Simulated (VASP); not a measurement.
# SiNi (Pnma) in VASP: single point with PBE

Aim: the single point of SiNi with PBE.

All numbers are computed with VASP 6.6.1; they aren't measurements. Logs are shortened: lines on timing, memory, paths and dates and some standing lists are left out, and cuts for length are marked.

**1. The cell of the first run**

Symmetry: Pnma, No. 62, orthorhombic system. Conventional cell: a = 5.184 Å, b = 3.365 Å, c = 5.733 Å, α = 90.00°, β = 90.00°, γ = 90.00°. Si (site symmetry m) has 6 Ni at 2.31 to 2.42 Å and 2 Si at 2.66 Å within 3.1 Å. Within 3.1 Å of Ni (site symmetry m) lie 6 Si at 2.31 to 2.42 Å and 4 Ni at 2.68 to 2.76 Å.

**2. Single point, PBE**

The input, INCAR:

```
  PREC = Accurate
  ENCUT = 600
  EDIFF = 1E-6
  ISMEAR = -1
  SIGMA = 0.5
  LREAL = False
  LASPH = True
  NELM = 120
  ALGO = Normal
  ISIF = 2
  LWAVE = False
  LCHARG = False
  GGA = PE
  NBANDS = 70
  GGA_COMPAT = False
```

The input, KPOINTS:

```
Automatic mesh
0
Gamma
  4 4 4
```

The input, POSCAR:

```
SiNi
1.0
    0.0000000000      3.3651339829      5.7333422532
    5.1836640550      0.0000000000      5.7333422532
    5.1836640550      3.3651339829      0.0000000000
Si Ni
8 8
Direct
    0.2539320252      0.3257630216      0.4960679748
    0.7539320252      0.8257630216      0.9960679748
    0.2460679748      0.1742369784      0.0039320252
    0.7460679748      0.6742369784      0.5039320252
    0.1742369784      0.7460679748      0.5757630216
    0.6742369784      0.2460679748      0.0757630216
    0.3257630216      0.7539320252      0.9242369784
    0.8257630216      0.2539320252      0.4242369784
    0.2157668322      0.4746158589      0.0342331678
    0.7157668322      0.9746158589      0.5342331678
    0.2842331678      0.0253841411      0.4657668322
    0.7842331678      0.5253841411      0.9657668322
    0.0253841411      0.7842331678      0.2246158589
    0.5253841411      0.2842331678      0.7246158589
    0.4746158589      0.7157668322      0.2753841411
    0.9746158589      0.2157668322      0.7753841411
```

Potentials or basis: VASP PAW PBE potentials, release 64 (Si, Ni).

On the command line:

```console
cat potpaw_PBE.64/Si/POTCAR potpaw_PBE.64/Ni/POTCAR > POTCAR
mpirun -np 1 vasp_std > vasp.out
```

OUTCAR:

```text
PREC = Accurate
   ENCUT = 600
   EDIFF = 1E-6
   ISMEAR = -1
   LREAL = False
   LASPH = True
   NELM = 120
   ISIF = 2
   GGA = PE

 ion  position               nearest neighbor table
   1  0.254  0.326  0.496-  11 2.31  13 2.35  14 2.35  16 2.40   9 2.42  10 2.42   3 2.66   4 2.66

   2  0.754  0.826  0.996-  12 2.31  14 2.35  13 2.35  15 2.40   9 2.42  10 2.42   4 2.66   3 2.66

   3  0.246  0.174  0.004-   9 2.31  15 2.35  16 2.35  14 2.40  12 2.42  11 2.42   2 2.66   1 2.66
[... 13 lines left out ...]
  10  0.716  0.975  0.534-   4 2.31   5 2.35   6 2.35   8 2.40   1 2.42   2 2.42  13 2.68  14 2.68
                            11 2.76  12 2.76
  11  0.284  0.025  0.466-   1 2.31   8 2.35   7 2.35   5 2.40   4 2.42   3 2.42  15 2.68  16 2.68
                             9 2.76  10 2.76
  12  0.784  0.525  0.966-   2 2.31   7 2.35   8 2.35   6 2.40   4 2.42   3 2.42  15 2.68  16 2.68
                             9 2.76  10 2.76
  13  0.025  0.784  0.225-   7 2.31   1 2.35   2 2.35   4 2.40   6 2.42   5 2.42   9 2.68  10 2.68
                            15 2.76  16 2.76
  14  0.525  0.284  0.725-   8 2.31   2 2.35   1 2.35   3 2.40   6 2.42   5 2.42   9 2.68  10 2.68
                            15 2.76  16 2.76
  15  0.475  0.716  0.275-   5 2.31   3 2.35   4 2.35   2 2.40   7 2.42   8 2.42  11 2.68  12 2.68
                            13 2.76  14 2.76
  16  0.975  0.216  0.775-   6 2.31   4 2.35   3 2.35   1 2.40   7 2.42   8 2.42  11 2.68  12 2.68
                            13 2.76  14 2.76

  LATTYP: Found a face centered orthorhombic cell.
 ALAT       =     6.7302679658
 B/A-ratio  =     1.5404034672
 C/A-ratio  =     1.7037485825

  Lattice vectors:

 A1 = (   5.1836640550,   0.0000000000,  -5.7333422532)
 A2 = (   0.0000000000,   3.3651339829,  -5.7333422532)
 A3 = (   5.1836640550,   3.3651339829,   0.0000000000)

Analysis of symmetry for initial positions (statically):
=====================================================================
 Subroutine PRICEL returns following result:

  LATTYP: Found a simple orthorhombic cell.
 ALAT       =     3.3651339829
 B/A-ratio  =     1.5404034672
 C/A-ratio  =     1.7037485825

  Lattice vectors:

 A1 = (   0.0000000000,  -3.3651339829,   0.0000000000)
 A2 = (   5.1836640550,   0.0000000000,   0.0000000000)
 A3 = (   0.0000000000,   0.0000000000,   5.7333422532)

   2 primitive cells build up your supercell.

 Routine SETGRP: Setting up the symmetry group for a
 face centered orthorhombic supercell.

 Subroutine GETGRP returns: Found  8 space group operations
 (whereof  2 operations were pure point group operations)
 out of a pool of  8 trial point group operations.

The static configuration has the point symmetry S_2 .
 The point group associated with its full space group is D_2h.

Analysis of symmetry for dynamics (positions and initial velocities):
=====================================================================
 Subroutine PRICEL returns following result:

  LATTYP: Found a simple orthorhombic cell.
 ALAT       =     3.3651339829
 B/A-ratio  =     1.5404034672
 C/A-ratio  =     1.7037485825

  Lattice vectors:

 A1 = (   0.0000000000,  -3.3651339829,   0.0000000000)
 A2 = (   5.1836640550,   0.0000000000,   0.0000000000)
 A3 = (   0.0000000000,   0.0000000000,   5.7333422532)

   2 primitive cells build up your supercell.

 Routine SETGRP: Setting up the symmetry group for a
 face centered orthorhombic supercell.

 Subroutine GETGRP returns: Found  8 space group operations
 (whereof  2 operations were pure point group operations)
 out of a pool of  8 trial point group operations.

The dynamic configuration has the point symmetry S_2 .
 The point group associated with its full space group is D_2h.

 Subroutine INISYM returns: Found  8 space group operations
 (whereof  2 operations are pure point group operations),
 and found     2 'primitive' translations

----------------------------------------------------------------------------------------

                                     Primitive cell

  volume of cell :     100.0108

  direct lattice vectors                    reciprocal lattice vectors
     0.000000000 -3.365133983  0.000000000     0.000000000 -0.297164988  0.000000000
     5.183664055  0.000000000  0.000000000     0.192913736  0.000000000  0.000000000
[... 25 lines left out ...]

----------------------------------------------------------------------------------------

 KPOINTS: Automatic mesh

Automatic generation of k-mesh.
 Grid dimensions read from file:
 generate k-points for:    4    4    4

 Generating k-lattice:

  Cartesian coordinates                     Fractional coordinates (reciprocal lattice)
    -0.024114217  0.037145624  0.021802292     0.250000000 -0.000000000  0.000000000
     0.024114217 -0.037145624  0.021802292    -0.000000000  0.250000000  0.000000000
     0.024114217  0.037145624 -0.021802292     0.000000000  0.000000000  0.250000000

  Length of vectors
     0.049362260  0.049362260  0.049362260

  Shift w.r.t. Gamma in fractional coordinates (k-lattice)
     0.000000000  0.000000000  0.000000000

 Subroutine IBZKPT returns following result:
 ===========================================

 Found     18 irreducible k-points:

 Following reciprocal coordinates:
            Coordinates               Weight
  0.000000  0.000000  0.000000      1.000000
  0.250000  0.000000 -0.000000      8.000000
  0.500000  0.000000 -0.000000      4.000000
  0.250000  0.250000  0.000000      2.000000
  0.500000  0.250000 -0.000000      8.000000
 -0.250000  0.250000  0.000000      4.000000
[... 10 lines left out ...]
 -0.250000  0.250000  0.500000      2.000000
  0.000000  0.500000  0.500000      1.000000
   k-points           NKPTS =     18   k-points in BZ     NKDIM =     18   number of bands    NBANDS=     70
   number of dos      NEDOS =    301   number of ions     NIONS =     16
   total plane-waves  NPLWV = 172800
   dimension x,y,z NGX =    54 NGY =   64 NGZ =   50
   dimension x,y,z NGXF=   108 NGYF=  128 NGZF=  100
   ions per type =               8   8
   NGX,Y,Z   is equivalent  to a cutoff of  13.50, 13.77, 13.45 a.u.
   NGXF,Y,Z  is equivalent  to a cutoff of  27.01, 27.53, 26.90 a.u.
 SYSTEM =  unknown system
   PREC   = accura    normal or accurate (medium, high low for compatibility)
   ISTART =      0    job   : 0-new  1-cont  2-samecut
   ICHARG =      2    charge: 1-file 2-atom 10-const
   ISPIN  =      1    spin polarized calculation?
   LNONCOLLINEAR =      F non collinear calculations
   LSORBIT =      F    spin-orbit coupling
   LASPH  =      T    aspherical Exc in radial PAW
   ENCUT  =  600.0 eV  44.10 Ry    6.64 a.u.  13.28 15.44 12.34*2*pi/ulx,y,z
   NELM   =    120;   NELMIN=  2; NELMDL= -5     # of ELM steps
   EDIFF  = 0.1E-05   stopping-criterion for ELM
   LREAL  =      F    real-space projection
   EDIFFG = 0.1E-04   stopping-criterion for IOM
   NSW    =      0    number of steps for IOM
   IBRION =     -1    ionic relax: 0-MD 1-quasi-New 2-CG
   NFREE  =      0    steps in history (QN), initial steepest desc. (CG)
   ISIF   =      2    stress and relaxation
   ISYM   =      2    0-nonsym 1-usesym 2-fastsym
   POTIM  = 0.5000    time-step for ionic-motion
   TEBEG  =    0.0;   TEEND  =   0.0 temperature during run
   PSTRESS=    0.0 pullay stress
   NELECT =     112.0000    total number of electrons
   NUPDOWN=      -1.0000    fix difference up-down
   EMIN   =  10.00;   EMAX   =-10.00  energy-range for DOS
   EFERMI =   0.00;   METHOD = LEGACY
   ISMEAR =    -1;   SIGMA  =   0.50  broadening in eV -4-tet -1-fermi 0-gaus
   EFERMI_NEDOS =   21; number of points for ismear=-14 and -15
   IALGO  =     38    algorithm
   IMIX   =      4    mixing-type and parameters
     AMIX     =   0.40;   BMIX     =  1.00
     AMIX_MAG =   1.60;   BMIX_MAG =  1.00
  volume/ion in A,a.u.               =      12.50        84.36
  Fermi-wavevector in a.u.,A,eV,Ry     =   1.349341  2.549885 24.772426  1.820722
  Thomas-Fermi vector in A             =   2.476936
   LORBIT       =      0    0 simple, 1 ext, 2 COOP (PROOUT), +10 PAW based schemes
   GGA     = PE    functional components
   LHFCALC =     F    Hartree Fock is set to
   AEXX    =    0.0000 exact exchange contribution
   IVDW    =     0    specifies the selected vdW correction
   LEPSILON=     F    determine dielectric tensor
   LRPA    =     F    only Hartree local field effects (RPA)
 non-spin polarized calculation
  energy-cutoff  :      600.00
  volume of cell :      200.02
 maximum number of plane-waves:      6699
 NGX is ok and might be reduce to    54
   NGX = 27   NGY = 31   NGZ = 25

 number of electron     111.9999998 magnetization

 Free energy of the ion-electron system (eV)
  ---------------------------------------------------
  ext. energy  EPLUGINS =         0.00000000
  ---------------------------------------------------
  free energy    TOTEN  =       -97.60608313 eV

  energy without entropy =      -91.75628660  energy(sigma->0) =      -94.68118487

 E-fermi :   9.9770     XC(G=0): -12.0564

 val. band max:        9.9113660070   @ k =   0.5000  -0.2500   0.2500
 cond. band min:      10.0417867054   @ k =   0.0000   0.5000   0.5000
 fundamental gap:      0.1304206985
 Fermi energy:         9.9769572853

 k-point     1 :       0.0000    0.0000    0.0000
  band No.  band energies     occupation
      1      -2.7617      2.00000
      2       0.3531      2.00000
      3       1.5399      2.00000
      4       1.5399      2.00000
      5       1.5399      2.00000
      6       1.5399      2.00000
[... 1267 lines left out ...]
     67      14.0615      0.00057
     68      14.0616      0.00057
 [bands above 68 left out]

------------------------ aborting loop because EDIFF is reached ----------------------------------------

  FORCE on cell =-STRESS in cart. coord.  units (eV):
  Direction    XX          YY          ZZ          XY          YZ          ZX
  --------------------------------------------------------------------------------------
  -------------------------------------------------------------------------------------
  Total       -0.0020814     -0.1739253      0.0689657      0.0000000      0.0000000      0.0000000
  in kB       -0.0166722     -1.3931446      0.5524161      0.0000000      0.0000000      0.0000000
  external PRESSURE =      -0.2858002 kB  Pullay stress =       0.0000000 kB

 VOLUME and BASIS-vectors are now :
 -----------------------------------------------------------------------------
  energy-cutoff  :      600.00
  volume of cell :      200.02
      direct lattice vectors                 reciprocal lattice vectors
     0.000000000  3.365133983  5.733342253    -0.096456868  0.148582494  0.087209167
     5.183664055  0.000000000  5.733342253     0.096456868 -0.148582494  0.087209167
     5.183664055  3.365133983  0.000000000     0.096456868  0.148582494 -0.087209167

 POSITION                                       TOTAL-FORCE (eV/Angst)
 -----------------------------------------------------------------------------------
      4.26010      2.52385      3.32359         0.005391      0.000000      0.003218
      9.44376      5.88898      9.05693         0.005391      0.000000      0.003218
      0.92357      0.84128      2.40975        -0.005391      0.000000     -0.003218
      6.10723      4.20642      8.14309        -0.005391      0.000000     -0.003218
      6.85193      2.52385      5.27642         0.005391      0.000000     -0.003218
      1.66826      2.52385      5.27642         0.005391      0.000000     -0.003218
[... 8 lines left out ...]
      5.13779      2.52385      6.82487        -0.008515      0.000000     -0.004935
      5.13779      5.88898      6.82487        -0.008515      0.000000     -0.004935
 -----------------------------------------------------------------------------------
    total drift:                               -0.000000      0.000000      0.000000

  FREE ENERGIE OF THE ION-ELECTRON SYSTEM (eV)
  ---------------------------------------------------
  free  energy   TOTEN  =       -97.6060831325 eV

  energy  without entropy=      -91.7562866038  energy(sigma->0) =      -94.68118487
```

Run time: 14 min. Hardware: 1 thread of Oxide Virtual Turin-like, shared host; peak memory 0.52 GiB.

Results:

- Free energy: -97.6061 eV
- Pressure: 0.0 GPa
- Largest force: 0.010 eV/Å
- Band gap on the k mesh: zero (bands 56 and 57 overlap by 0.49 eV)

Forces in eV/Å, atoms in the order of the input:
```
Si   0.005  0.000  0.003
Si   0.005  0.000  0.003
Si  -0.005  0.000 -0.003
Si  -0.005  0.000 -0.003
Si   0.005  0.000 -0.003
Si   0.005  0.000 -0.003
Si  -0.005  0.000  0.003
Si  -0.005  0.000  0.003
Ni   0.009  0.000 -0.005
Ni   0.009  0.000 -0.005
Ni  -0.009  0.000  0.005
Ni  -0.009  0.000  0.005
Ni   0.009  0.000  0.005
Ni   0.009  0.000  0.005
Ni  -0.009  0.000 -0.005
Ni  -0.009  0.000 -0.005
```

Caveat: so wide a smearing shifts energies and pressures. Spin polarisation is off, so any magnetic state and its effect on volume and gap are missing.

The gap in the log of VASP goes by the Fermi energy; the results here count the filled bands.